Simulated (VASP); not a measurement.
MnS: single point with PBE

The system is MnS.

```
CELL_PARAMETERS angstrom
1.83000 1.05655 2.97092
-1.83000 1.05655 2.97092
0.00000 -2.11310 2.97092
ATOMIC_POSITIONS crystal
Mn 0.00000 0.00000 0.00000
S 0.50000 0.50000 0.50000
```

| Item | Value |
| --- | --- |
| Program | VASP 6.6.1 |
| Task | single point |
| Functional | PBE |
| Potentials or basis | VASP PAW PBE potentials, release 64 (Mn_sv, S) |
| Cutoff | 600 eV |
| k mesh | 8 × 8 × 8 |
| Occupations | fermi-dirac, width 0.05 eV |
| Spin | collinear spin, ferromagnetic start |
| Starting moments | [5.0, 0.0] μB |
| Fixed moment | 5 μB |

```yaml
Pressure: 2.2 GPa
Net_moment: 5.00 μB per cell
Site_moments: Mn +4.19; S +0.17 μB
Valence_electrons_inside_the_program's_atomic_spheres: Mn 12.78; S 3.76
```

Stress tensor (GPa, compression positive):
```
2.08 0.00 0.00
0.00 2.08 0.00
0.00 0.00 2.54
```

Run time: 120 s on 1 thread of AMD EPYC 7R43 64-Core Processor (Zen 3), with other jobs on the host, peak memory 0.21 GiB.

Caveat: the total moment is fixed, so each spin has its own Fermi level; a cell with one magnetic atom can't hold antiferromagnetic order, which such compounds often take.
